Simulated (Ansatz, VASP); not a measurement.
**MgO: VASP beside Ansatz**

```
CELL_PARAMETERS angstrom
2.93802 0.00000 0.00000
-1.46901 2.56984 0.00000
0.00000 0.00000 2.67968
ATOMIC_POSITIONS crystal
Mg 0.00000 0.00000 0.00000
O 0.33333 0.66667 0.50000
```

Change from the starting cell: strain +0.0100 x Voigt [0, 1, 0, 0, 0, 0], atoms carried along.

Alike in both runs: task single point; functional PBE; k mesh 9 × 9 × 8; occupations gaussian, width 0.05 eV; no spin polarisation.

|  | VASP | Ansatz |
| --- | --- | --- |
| version | VASP 6.6.1 | Ansatz 0.2.0 |
| potentials or method | VASP PAW PBE potentials, release 64 (Mg, O), cutoff 520 eV | scalar-relativistic, plane waves, PAW |
| valence electrons in the cell | 8 | 16 |

|  | VASP | Ansatz | Ansatz less VASP |
| --- | --- | --- | --- |
| gap on the k mesh at the Fermi level (eV) | 2.90 | 2.92 | +0.021 |
| least direct gap on the mesh (eV) | 3.29 | 3.31 | +0.018 |
| pressure (GPa) | -1.9 | -1.3 | +0.63 |
| traceless stress, the component that is largest in VASP (GPa) | -1.90 | -1.93 | -0.024 |

The functional is the same, so the differences come from potentials, cutoffs and numerics. VASP's potentials hold 8 valence electrons a cell and Ansatz's 16, so a difference there can come from the potentials and not from the codes.
